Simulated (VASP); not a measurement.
# Cu (P6_3/mmc) in VASP: notebook

Runs on Cu. Level: PBE. Tasks: single point.

Program: VASP 6.6.1. These are calculated values, not measurements. Logs are shortened: lines on timing, memory, paths and dates and some standing lists are left out, and cuts for length are marked.

### Step 1. The cell of the first run

The structure is hexagonal, space group P6_3/mmc (No. 194). The conventional cell has a = 2.566 Å, b = 2.566 Å, c = 4.202 Å, α = 90.00°, β = 90.00°, γ = 120.00°. Within 3.4 Å of Cu (site symmetry -6m2) lie 12 Cu at 2.57 Å.

### Step 2. Single point, PBE

File INCAR:

```
ALGO = Normal
EDIFF = 1E-6
ENCUT = 520
GGA = PE
ISIF = 2
ISMEAR = -1
LASPH = T
LCHARG = F
LREAL = F
LWAVE = F
NBANDS = 18
NELM = 80
PREC = Accurate
SIGMA = 0.1
```

File KPOINTS:

```
k-points
0
Gamma
  14 14 8
```

File POSCAR:

```
Cu
1.0
    2.5661520238      0.0000000000      0.0000000000
   -1.2830760119      2.2223528426      0.0000000000
    0.0000000000      0.0000000000      4.2018316688
Cu
2
Direct
    0.3333333333      0.6666666667      0.2500000000
    0.6666666667      0.3333333333      0.7500000000
```

Potentials or basis: VASP PAW PBE potentials, release 64 (Cu).

Launch:

```
> cat potpaw_PBE.64/Cu/POTCAR > POTCAR
> mpirun -np 1 vasp_std > vasp.out
```

OUTCAR:

```text
EDIFF = 1E-6
   ENCUT = 520
   GGA = PE
   ISIF = 2
   ISMEAR = -1
   LASPH = T
   LREAL = F
   NELM = 80
   PREC = Accurate

 ion  position               nearest neighbor table
   1  0.333  0.667  0.250-   2 2.57   2 2.57   2 2.57   2 2.57   2 2.57   2 2.57
   2  0.667  0.333  0.750-   1 2.57   1 2.57   1 2.57   1 2.57   1 2.57   1 2.57

  LATTYP: Found a hexagonal cell.
 ALAT       =     2.5661520238
 C/A-ratio  =     1.6374055901

  Lattice vectors:

 A1 = (   2.5661520238,   0.0000000000,   0.0000000000)
 A2 = (  -1.2830760119,   2.2223528426,   0.0000000000)
 A3 = (   0.0000000000,   0.0000000000,   4.2018316688)

Analysis of symmetry for initial positions (statically):
=====================================================================
 Subroutine PRICEL returns:
 Original cell was already a primitive cell.

 Routine SETGRP: Setting up the symmetry group for a
 hexagonal supercell.

 Subroutine GETGRP returns: Found 24 space group operations
 (whereof 12 operations were pure point group operations)
 out of a pool of 24 trial point group operations.

The static configuration has the point symmetry D_3d.
 The point group associated with its full space group is D_6h.

Analysis of symmetry for dynamics (positions and initial velocities):
=====================================================================
 Subroutine PRICEL returns:
 Original cell was already a primitive cell.

 Routine SETGRP: Setting up the symmetry group for a
 hexagonal supercell.

 Subroutine GETGRP returns: Found 24 space group operations
 (whereof 12 operations were pure point group operations)
 out of a pool of 24 trial point group operations.

The dynamic configuration has the point symmetry D_3d.
 The point group associated with its full space group is D_6h.

 Subroutine INISYM returns: Found 24 space group operations
 (whereof 12 operations are pure point group operations),
 and found     1 'primitive' translations

----------------------------------------------------------------------------------------

                                     Primitive cell

  volume of cell :      23.9626

  direct lattice vectors                    reciprocal lattice vectors
     2.566152024  0.000000000  0.000000000     0.389688526  0.224986775  0.000000000
    -1.283076012  2.222352843  0.000000000     0.000000000  0.449973551  0.000000000
     0.000000000  0.000000000  4.201831669     0.000000000  0.000000000  0.237991447

  length of vectors
     2.566152024  2.566152024  4.201831669     0.449973551  0.449973551  0.237991447

  position of ions in fractional coordinates (direct lattice)
     0.333333333  0.666666667  0.250000000
     0.666666667  0.333333333  0.750000000

  ion indices of the primitive-cell ions
   primitive index   ion index
                 1           1
                 2           2

----------------------------------------------------------------------------------------

 KPOINTS: k-points

Automatic generation of k-mesh.
 Grid dimensions read from file:
 generate k-points for:   14   14    8

 Generating k-lattice:

  Cartesian coordinates                     Fractional coordinates (reciprocal lattice)
     0.027834895  0.016070484  0.000000000     0.071428571  0.000000000  0.000000000
     0.000000000  0.032140968  0.000000000     0.000000000  0.071428571  0.000000000
     0.000000000  0.000000000  0.029748931     0.000000000  0.000000000  0.125000000

  Length of vectors
     0.032140968  0.032140968  0.029748931

  Shift w.r.t. Gamma in fractional coordinates (k-lattice)
     0.000000000  0.000000000  0.000000000

 Subroutine IBZKPT returns following result:
 ===========================================

 Found    120 irreducible k-points:

 Following reciprocal coordinates:
            Coordinates               Weight
  0.000000  0.000000  0.000000      1.000000
  0.071429  0.000000  0.000000      6.000000
  0.142857  0.000000  0.000000      6.000000
  0.214286  0.000000  0.000000      6.000000
  0.285714  0.000000  0.000000      6.000000
  0.357143  0.000000  0.000000      6.000000
[... 16 lines left out ...]
  0.285714  0.285714  0.000000      6.000000
  0.357143  0.285714  0.000000      6.000000
 [... further k-points ...]
   k-points           NKPTS =    120   k-points in BZ     NKDIM =    120   number of bands    NBANDS=     18
   number of dos      NEDOS =    301   number of ions     NIONS =      2
   total plane-waves  NPLWV =  12800
   dimension x,y,z NGX =    20 NGY =   20 NGZ =   32
   dimension x,y,z NGXF=    40 NGYF=   40 NGZF=   64
   ions per type =               2
   NGX,Y,Z   is equivalent  to a cutoff of  12.96, 12.96, 12.66 a.u.
   NGXF,Y,Z  is equivalent  to a cutoff of  25.91, 25.91, 25.32 a.u.
 SYSTEM =  unknown system
   PREC   = accura    normal or accurate (medium, high low for compatibility)
   ISTART =      0    job   : 0-new  1-cont  2-samecut
   ICHARG =      2    charge: 1-file 2-atom 10-const
   ISPIN  =      1    spin polarized calculation?
   LNONCOLLINEAR =      F non collinear calculations
   LSORBIT =      F    spin-orbit coupling
   LASPH  =      T    aspherical Exc in radial PAW
   ENCUT  =  520.0 eV  38.22 Ry    6.18 a.u.   4.77  4.77  7.81*2*pi/ulx,y,z
   NELM   =     80;   NELMIN=  2; NELMDL= -5     # of ELM steps
   EDIFF  = 0.1E-05   stopping-criterion for ELM
   LREAL  =      F    real-space projection
   EDIFFG = 0.1E-04   stopping-criterion for IOM
   NSW    =      0    number of steps for IOM
   IBRION =     -1    ionic relax: 0-MD 1-quasi-New 2-CG
   NFREE  =      0    steps in history (QN), initial steepest desc. (CG)
   ISIF   =      2    stress and relaxation
   ISYM   =      2    0-nonsym 1-usesym 2-fastsym
   POTIM  = 0.5000    time-step for ionic-motion
   TEBEG  =    0.0;   TEEND  =   0.0 temperature during run
   PSTRESS=    0.0 pullay stress
   NELECT =      22.0000    total number of electrons
   NUPDOWN=      -1.0000    fix difference up-down
   EMIN   =  10.00;   EMAX   =-10.00  energy-range for DOS
   EFERMI =   0.00;   METHOD = LEGACY
   ISMEAR =    -1;   SIGMA  =   0.10  broadening in eV -4-tet -1-fermi 0-gaus
   EFERMI_NEDOS =   21; number of points for ismear=-14 and -15
   IALGO  =     38    algorithm
   IMIX   =      4    mixing-type and parameters
     AMIX     =   0.40;   BMIX     =  1.00
     AMIX_MAG =   1.60;   BMIX_MAG =  1.00
  volume/ion in A,a.u.               =      11.98        80.85
  Fermi-wavevector in a.u.,A,eV,Ry     =   1.591125  3.006791 34.445593  2.531680
  Thomas-Fermi vector in A             =   2.689714
   LORBIT       =      0    0 simple, 1 ext, 2 COOP (PROOUT), +10 PAW based schemes
   GGA     = PE    functional components
   LHFCALC =     F    Hartree Fock is set to
   AEXX    =    0.0000 exact exchange contribution
   IVDW    =     0    specifies the selected vdW correction
   LEPSILON=     F    determine dielectric tensor
   LRPA    =     F    only Hartree local field effects (RPA)
 non-spin polarized calculation
  energy-cutoff  :      520.00
  volume of cell :       23.96
 maximum number of plane-waves:       668
 NGX is ok and might be reduce to    20
   NGX =  9   NGY =  9   NGZ = 15

 number of electron      22.0000009 magnetization

 Free energy of the ion-electron system (eV)
  ---------------------------------------------------
  ext. energy  EPLUGINS =         0.00000000
  ---------------------------------------------------
  free energy    TOTEN  =        -7.44581057 eV

  energy without entropy =       -7.41952037  energy(sigma->0) =       -7.43266547

 E-fermi :   7.3509     XC(G=0): -12.6422

 val. band max:        7.2998217989   @ k =   0.2857   0.2143   0.2500
 cond. band min:       7.3669832198   @ k =   0.5000   0.0000   0.1250
 fundamental gap:      0.0671614209
 Fermi energy:         7.3508902537

 k-point     1 :       0.0000    0.0000    0.0000
  band No.  band energies     occupation
      1      -1.8338      2.00000
      2       2.4045      2.00000
      3       4.4126      2.00000
      4       4.4815      2.00000
      5       4.4815      2.00000
      6       4.6816      2.00000
[... 10 lines left out ...]
     17      30.6665      0.00000
     18      30.6666      0.00000

 k-point     2 :       0.0714    0.0000    0.0000
  band No.  band energies     occupation
      1      -1.6701      2.00000
      2       2.4991      2.00000
      3       4.3261      2.00000
      4       4.5401      2.00000
      5       4.5528      2.00000
      6       4.6535      2.00000
[... 10 lines left out ...]
     17      31.3579      0.00000
     18      31.6844      0.00000

 k-point     3 :       0.1429    0.0000    0.0000
  band No.  band energies     occupation
      1      -1.1867      2.00000
      2       2.7519      2.00000
      3       4.1788      2.00000
      4       4.4725      2.00000
      5       4.5478      2.00000
      6       4.7082      2.00000
[... 10 lines left out ...]
     17      29.9853      0.00000
     18      31.3796      0.00000

 k-point     4 :       0.2143    0.0000    0.0000
  band No.  band energies     occupation
      1      -0.4118      2.00000
      2       3.0502      2.00000
      3       3.9870      2.00000
      4       4.0392      2.00000
      5       4.4557      2.00000
      6       4.7230      2.00000
[... 375 lines left out ...]
      4       3.8488      2.00000
      5       4.2719      2.00000
      6       4.4255      2.00000
[... 10 lines left out ...]
     17      19.4253      0.00000
     18      22.7911      0.00000

 k-point    23 :       0.2857    0.2857    0.0000
  band No.  band energies     occupation
      1       3.2202      2.00000
      2       3.3144      2.00000
      3       3.5167      2.00000
      4       3.6176      2.00000
      5       4.2361      2.00000
      6       4.4179      2.00000
[... 10 lines left out ...]
     17      20.7185      0.00000
     18      21.4026      0.00000

 k-point    24 :       0.3571    0.2857    0.0000
  band No.  band energies     occupation
      1       3.3150      2.00000
      2       3.3543      2.00000
      3       3.4633      2.00000
      4       3.7091      2.00000
      5       4.2655      2.00000
      6       4.3340      2.00000
[... 10 lines left out ...]
     17      19.5848      0.00000
     18      21.0317      0.00000

 [... further k-points ...]

------------------------ aborting loop because EDIFF is reached ----------------------------------------

  FORCE on cell =-STRESS in cart. coord.  units (eV):
  Direction    XX          YY          ZZ          XY          YZ          ZX
  --------------------------------------------------------------------------------------
  -------------------------------------------------------------------------------------
  Total        0.1180167      0.1180167      0.1149524      0.0000000      0.0000000      0.0000000
  in kB        7.8907820      7.8907820      7.6858991      0.0000000      0.0000000      0.0000000
  external PRESSURE =       7.8224877 kB  Pullay stress =       0.0000000 kB

 VOLUME and BASIS-vectors are now :
 -----------------------------------------------------------------------------
  energy-cutoff  :      520.00
  volume of cell :       23.96
      direct lattice vectors                 reciprocal lattice vectors
     2.566152024  0.000000000  0.000000000     0.389688526  0.224986775  0.000000000
    -1.283076012  2.222352843  0.000000000     0.000000000  0.449973551  0.000000000
     0.000000000  0.000000000  4.201831669     0.000000000  0.000000000  0.237991447

 POSITION                                       TOTAL-FORCE (eV/Angst)
 -----------------------------------------------------------------------------------
     -0.00000      1.48157      1.05046         0.000000     -0.000000      0.000000
      1.28308      0.74078      3.15137         0.000000      0.000000      0.000000
 -----------------------------------------------------------------------------------
    total drift:                                0.000000     -0.000000      0.000000

  FREE ENERGIE OF THE ION-ELECTRON SYSTEM (eV)
  ---------------------------------------------------
  free  energy   TOTEN  =        -7.4458105724 eV

  energy  without entropy=       -7.4195203653  energy(sigma->0) =       -7.43266547
```

Run time: 23 s. Hardware: 1 thread of Intel Xeon Platinum 8488C (Sapphire Rapids), shared host; peak memory 0.15 GiB.

What came out:

```
Free energy            : -7.4458 eV
Pressure               : 0.8 GPa
Band gap on the k mesh : zero (band 11 reaches 11.00 eV, above the bottom of band 12 at 5.47 eV)
```

Levels at points of the mesh, in eV from the Fermi level:
```csv
k point,band 8,band 9,band 10,band 11,band 12,band 13,band 14,band 15
"(0.00, 0.00, 0.00)",-2.38,-2.38,-1.66,-1.66,-0.92,3.70,21.33,21.64
"(0.50, 0.00, 0.00)",-1.57,-1.53,-1.47,0.07,1.59,7.74,8.07,10.62
"(0.00, 0.00, 0.50)",-2.91,-1.88,-1.88,-1.88,-1.88,12.32,12.32,22.01
"(0.50, 0.00, 0.50)",-1.82,-1.51,-1.51,0.57,0.57,4.82,4.82,16.04
```

### Step 3. Single point, PBE (volume scaled by 0.88)

File INCAR:

```
SYSTEM = Cu
  PREC = Accurate
  ENCUT = 520
  EDIFF = 1E-7
  ISMEAR = -1
  SIGMA = 0.1
  LREAL = .FALSE.
  LASPH = .TRUE.
  NELM = 80
  ALGO = Normal
  ISIF = 2
  LWAVE = .FALSE.
  LCHARG = .FALSE.
  GGA = PE
  NBANDS = 18
```

File KPOINTS:

```
regular mesh
0
G
  16 16 9
  0 0 0
```

File POSCAR:

```
Cu
1.0
    2.4591023526      0.0000000000      0.0000000000
   -1.2295511763      2.1296451078      0.0000000000
    0.0000000000      0.0000000000      4.0265479388
Cu
2
Direct
    0.3333333333      0.6666666667      0.2500000000
    0.6666666667      0.3333333333      0.7500000000
```

Potentials or basis: VASP PAW PBE potentials, release 64 (Cu).

Launch:

```
> cat potpaw_PBE.64/Cu/POTCAR > POTCAR
> mpirun -np 1 vasp_std > vasp.out
```

Wall time 31 s (1 thread of Intel Xeon Platinum 8488C (Sapphire Rapids), shared host); peak memory 0.15 GiB.

Results (log left out):

- Free energy: -7.2454 eV
- Pressure: 25.0 GPa
- Band gap on the k mesh: zero (band 11 reaches 12.70 eV, above the bottom of band 12 at 7.02 eV)

Stress tensor (GPa, compression positive):
```
25.11  0.00  0.00
 0.00 25.11  0.00
 0.00  0.00 24.80
```

Levels at points of the mesh, in eV from the Fermi level:
| k point | band 8 | band 9 | band 10 | band 11 | band 12 | band 13 | band 14 | band 15 |
| --- | --- | --- | --- | --- | --- | --- | --- | --- |
| (0.00, 0.00, 0.00) | -2.73 | -2.73 | -1.85 | -1.85 | -1.36 | 4.34 | 22.32 | 23.62 |
| (0.50, 0.00, 0.00) | -1.73 | -1.69 | -1.62 | 0.02 | 1.83 | 8.31 | 8.83 | 11.40 |

### Step 4. Single point, PBE (volume scaled by 0.92)

File INCAR:

```
SYSTEM = Cu
ALGO = Normal
EDIFF = 1E-6
ENCUT = 520
GGA = PE
ISIF = 2
ISMEAR = -1
LASPH = .True.
LCHARG = .False.
LREAL = .False.
LWAVE = .False.
NBANDS = 18
NELM = 80
PREC = Accurate
SIGMA = 0.1
```

File KPOINTS:

```
k-points
0
Gamma
  16 16 9
  0 0 0
```

File POSCAR:

```
Cu
1.0
    2.4958107847      0.0000000000      0.0000000000
   -1.2479053923      2.1614355426      0.0000000000
    0.0000000000      0.0000000000      4.0866545307
Cu
2
Direct
    0.3333333333      0.6666666667      0.2500000000
    0.6666666667      0.3333333333      0.7500000000
```

Launch:

```
> cat potpaw_PBE.64/Cu/POTCAR > POTCAR
> mpirun -np 1 vasp_std > vasp.out
```

Wall time 32 s (1 thread of Intel Xeon Platinum 8488C (Sapphire Rapids), shared host); peak memory 0.16 GiB.

It converged, with:

```
Free energy            : -7.3639 eV
Pressure               : 14.7 GPa
Band gap on the k mesh : zero (band 11 reaches 11.98 eV, above the bottom of band 12 at 6.47 eV)
```

Stress tensor (GPa, compression positive):
```
14.84  0.00  0.00
 0.00 14.84  0.00
 0.00  0.00 14.56
```

Levels at points of the mesh, in eV from the Fermi level:
| k point | band 7 | band 8 | band 9 | band 10 | band 11 | band 12 | band 13 | band 14 | band 15 | band 16 |
| --- | --- | --- | --- | --- | --- | --- | --- | --- | --- | --- |
| (0.00, 0.00, 0.00) | -2.94 | -2.61 | -2.61 | -1.79 | -1.79 | -1.21 | 4.10 | 21.97 | 22.90 | 22.90 |
| (0.50, 0.00, 0.00) | -2.90 | -1.68 | -1.64 | -1.58 | 0.02 | 1.73 | 8.09 | 8.55 | 11.11 | 11.68 |

### Step 5. Single point, PBE (volume scaled by 0.96)

File INCAR:

```
ALGO = Normal
EDIFF = 1E-6
ENCUT = 520
GGA = PE
ISIF = 2
ISMEAR = -1
LASPH = True
LCHARG = True
LELF = True
LREAL = False
LVHAR = True
LWAVE = False
NBANDS = 18
NELM = 60
PREC = Accurate
SIGMA = 0.1
```

File KPOINTS:

```
k-points
0
Gamma
  16 16 9
```

File POSCAR:

```
Cu
1.0
    2.5314700422      0.0000000000      0.0000000000
   -1.2657350211      2.1923173655      0.0000000000
    0.0000000000      0.0000000000      4.1450431983
Cu
2
Direct
    0.3333333333      0.6666666667      0.2500000000
    0.6666666667      0.3333333333      0.7500000000
```

Launch:

```
> cat potpaw_PBE.64/Cu/POTCAR > POTCAR
> mpirun -np 1 vasp_std > vasp.out
```

Run time: 30 s. Hardware: 1 thread of Intel Xeon Platinum 8488C (Sapphire Rapids), shared host; peak memory 0.16 GiB.

The run converged. Its results:

| Property | Result |
| --- | --- |
| Free energy | -7.4281 eV |
| Pressure | 7.0 GPa |
| Band gap on the k mesh | zero (band 11 reaches 11.32 eV, above the bottom of band 12 at 5.98 eV) |

Stress tensor (GPa, compression positive):
```
7.09 0.00 0.00
0.00 7.09 0.00
0.00 0.00 6.86
```

Levels at points of the mesh, in eV from the Fermi level:
| k point | band 7 | band 8 | band 9 | band 10 | band 11 | band 12 | band 13 | band 14 | band 15 | band 16 |
| --- | --- | --- | --- | --- | --- | --- | --- | --- | --- | --- |
| (0.00, 0.00, 0.00) | -2.82 | -2.51 | -2.51 | -1.74 | -1.74 | -1.08 | 3.87 | 21.62 | 22.23 | 22.23 |
| (0.50, 0.00, 0.00) | -2.78 | -1.64 | -1.60 | -1.54 | 0.02 | 1.64 | 7.89 | 8.28 | 10.84 | 11.24 |

### Step 6. Overview

```tsv
cell	k mesh	gap on the mesh (eV)	pressure (GPa)
a = 2.566, b = 2.566, c = 4.202 Å, angles 90.0, 90.0, 120.0°, 2 atoms	14 × 14 × 8	none	0.8
a = 2.459, b = 2.459, c = 4.027 Å, angles 90.0, 90.0, 120.0°, 2 atoms	16 × 16 × 9	none	25.0
a = 2.496, b = 2.496, c = 4.087 Å, angles 90.0, 90.0, 120.0°, 2 atoms	16 × 16 × 9	none	14.7
a = 2.531, b = 2.531, c = 4.145 Å, angles 90.0, 90.0, 120.0°, 2 atoms	16 × 16 × 9	none	7.0
```

Alike in all rows: task single point; level PBE; potentials or basis VASP PAW PBE potentials, release 64 (Cu); no spin polarisation; cutoff (eV) 520; smearing fermi-dirac 0.1 eV.

Total energies depend on the potentials used, so only differences within one code and one set of settings carry meaning.
